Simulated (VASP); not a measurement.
# MgO in VASP: further runs, part 2 of 2

VASP 6.6.1. Earlier steps stand in the parts before.

## 5. Single point, r2SCAN (in-plane strain -0.01, then relaxed in part)

Contents of POSCAR:

```
MgO
1.0
    2.0811458410      2.0811458410      0.0000000000
   -2.0811458410      2.0811458410      0.0000000000
    0.0000000000      2.0811458410      2.1154212119
Mg O
1 1
Direct
    0.0000000000      0.0000000000      0.0000000000
    0.5000000000      0.5000000000      0.0000000000
```

Contents of INCAR.step1:

```
SYSTEM = MgO
  ALGO = Normal
  EDIFF = 1E-4
  ENCUT = 520
  GGA = PE
  ISMEAR = 0
  LASPH = .True.
  LCHARG = .False.
  LREAL = .False.
  LWAVE = .True.
  NBANDS = 11
  NELM = 100
  PREC = Accurate
  SIGMA = 0.01
```

Contents of INCAR.step2:

```
SYSTEM = MgO
  ALGO = Normal
  EDIFF = 1E-6
  ENCUT = 520
  ISIF = 2
  ISMEAR = 0
  ISTART = 1
  LASPH = .True.
  LCHARG = .False.
  LMIXTAU = .True.
  LREAL = .False.
  LWAVE = .False.
  METAGGA = R2SCAN
  NBANDS = 11
  NELM = 100
  PREC = Accurate
  SIGMA = 0.01
```

Contents of KPOINTS:

```
k-points
0
Gamma
  10 10 10
  0 0 0
```

Potentials or basis: VASP PAW PBE potentials, release 64 (Mg, O).

Run with:

```bash
$ cat potpaw_PBE.64/Mg/POTCAR potpaw_PBE.64/O/POTCAR > POTCAR
$ cp INCAR.step1 INCAR
$ mpirun -np 1 vasp_std > vasp.out
$ cp INCAR.step2 INCAR
$ mpirun -np 1 vasp_std > vasp.out
```

OUTCAR:

```text
SYSTEM = MgO
   EDIFF = 1E-6
   ENCUT = 520
   ISIF = 2
   ISMEAR = 0
   ISTART = 1
   LASPH = .True.
   LREAL = .False.
   METAGGA = R2SCAN
   NELM = 100
   PREC = Accurate

 ion  position               nearest neighbor table
   1  0.000  0.000  0.000-   2 2.08   2 2.08   2 2.08   2 2.08   2 2.12   2 2.12
   2  0.500  0.500  0.000-   1 2.08   1 2.08   1 2.08   1 2.08   1 2.12   1 2.12

  LATTYP: Found a body centered tetragonal cell.
 ALAT       =     2.9431846736
 C/A-ratio  =     1.4375049115

  Lattice vectors:

[... 525 lines left out ...]

  FORCE on cell =-STRESS in cart. coord.  units (eV):
  Direction    XX          YY          ZZ          XY          YZ          ZX
  --------------------------------------------------------------------------------------
  -------------------------------------------------------------------------------------
  Total        0.2926078      0.2926078     -0.1316911      0.0000000      0.0000000      0.0000000
  in kB       25.5837710     25.5837710    -11.5142367      0.0000000      0.0000000      0.0000000
  external PRESSURE =      13.2177684 kB  Pullay stress =       0.0000000 kB

 VOLUME and BASIS-vectors are now :
 -----------------------------------------------------------------------------
  energy-cutoff  :      520.00
  volume of cell :       18.32
      direct lattice vectors                 reciprocal lattice vectors
     2.081145841  2.081145841  0.000000000     0.240252264  0.240252264 -0.236359547
    -2.081145841  2.081145841  0.000000000    -0.240252264  0.240252264 -0.236359547
     0.000000000  2.081145841  2.115421212     0.000000000  0.000000000  0.472719095

 POSITION                                       TOTAL-FORCE (eV/Angst)
 -----------------------------------------------------------------------------------
      0.00000      0.00000      0.00000         0.000000      0.000000      0.000000
      0.00000      2.08115      0.00000        -0.000000     -0.000000      0.000000
 -----------------------------------------------------------------------------------
    total drift:                                0.000000     -0.000000     -0.000000

  FREE ENERGIE OF THE ION-ELECTRON SYSTEM (eV)
  ---------------------------------------------------
  free  energy   TOTEN  =       -16.1583561357 eV

  energy  without entropy=      -16.1583561357  energy(sigma->0) =      -16.15835614
```

OUTCAR.step1:

```text
SYSTEM = MgO
   EDIFF = 1E-4
   ENCUT = 520
   GGA = PE
   ISMEAR = 0
   LASPH = .True.
   LREAL = .False.
[... 558 lines left out ...]
      0.00000      0.00000      0.00000        -0.000000     -0.000000      0.000000
      0.00000      2.08115      0.00000         0.000000      0.000000      0.000000
 -----------------------------------------------------------------------------------
    total drift:                                0.000000     -0.000000     -0.000000

  FREE ENERGIE OF THE ION-ELECTRON SYSTEM (eV)
  ---------------------------------------------------
  free  energy   TOTEN  =       -11.8901724034 eV

  energy  without entropy=      -11.8901724034  energy(sigma->0) =      -11.89017240
```

OSZICAR.step1:

```text
N       E                     dE             d eps       ncg     rms          rms(c)
DAV:   1     0.149640048756E+02    0.14964E+02   -0.46995E+03  2516   0.654E+02
DAV:   2    -0.128590213788E+02   -0.27823E+02   -0.27318E+02  2570   0.138E+02
DAV:   3    -0.134548179708E+02   -0.59580E+00   -0.59535E+00  2691   0.178E+01
DAV:   4    -0.134563081197E+02   -0.14901E-02   -0.14901E-02  2508   0.996E-01
DAV:   5    -0.134563128120E+02   -0.46923E-05   -0.46923E-05  2594   0.554E-02    0.724E+00
DAV:   6    -0.119051070530E+02    0.15512E+01   -0.86327E+00  2349   0.163E+01    0.218E+00
DAV:   7    -0.118955376225E+02    0.95694E-02   -0.61581E-02  2505   0.210E+00    0.134E+00
DAV:   8    -0.118905929525E+02    0.49447E-02   -0.26995E-02  2367   0.185E+00    0.240E-01
DAV:   9    -0.118901753019E+02    0.41765E-03   -0.70812E-04  2550   0.181E-01    0.129E-01
DAV:  10    -0.118901724034E+02    0.28985E-05   -0.55889E-04  2391   0.171E-01
   1 F= -.11890172E+02 E0= -.11890172E+02  d E =-.127114E-48
```

Run time: 84 s. Hardware: 1 thread of Intel Xeon 8259CL, shared host; peak memory 0.16 GiB.

Results:

```
Free energy            : -16.1584 eV
Pressure               : 1.3 GPa
Band gap on the k mesh : 5.78 eV
```

Stress tensor (GPa, compression positive):
```
 2.56  0.00  0.00
 0.00  2.56  0.00
 0.00  0.00 -1.15
```

Levels at points of the mesh, in eV from the valence-band top:
```
           k point  band 1  band 2  band 3  band 4  band 5  band 6  band 7  band 8
(0.00, 0.00, 0.00)  -18.32   -0.03   -0.03    0.00    5.78   16.81   16.99   16.99
(0.50, 0.00, 0.00)  -17.03   -4.72   -0.74   -0.70    8.90   14.01   17.42   17.80
(0.50, 0.50, 0.00)  -16.75   -4.18   -1.50   -1.40    9.98   11.25   14.56   20.43
(0.00, 0.00, 0.50)  -16.80   -4.24   -1.38   -1.38   10.15   11.28   14.34   20.79
```

Caveat: the cell differs from its parent crystal (in-plane strain -0.01, then relaxed in part); the PAW data sets were made with another functional, which shifts forces and pressure a little.

## 6. Summary

```csv
cell,gap on the mesh (eV),pressure (GPa)
"a = 2.973 Å, angles 60.0, 60.0, 90.0°, 2 atoms",5.66,-1.1
"a = 2.913, b = 2.913, c = 2.963 Å, angles 60.5, 60.5, 90.0°, 2 atoms",5.89,4.1
"a = 2.913, b = 2.913, c = 2.961 Å, angles 60.5, 60.5, 90.0°, 2 atoms",5.91,4.3
"a = 2.943, b = 2.943, c = 2.968 Å, angles 60.3, 60.3, 90.0°, 2 atoms",5.78,1.3
```

Alike in all rows: task single point; level r2SCAN; potentials or basis VASP PAW PBE potentials, release 64 (Mg, O); no spin polarisation; k mesh 10 × 10 × 10; cutoff (eV) 520; smearing gaussian 0.01 eV.

Caveats: the PAW data sets were made with another functional, which shifts forces and pressure a little; the cell stands under pressure (at least some runs).

Total energies depend on the potentials used, so only differences within one code and one set of settings carry meaning.
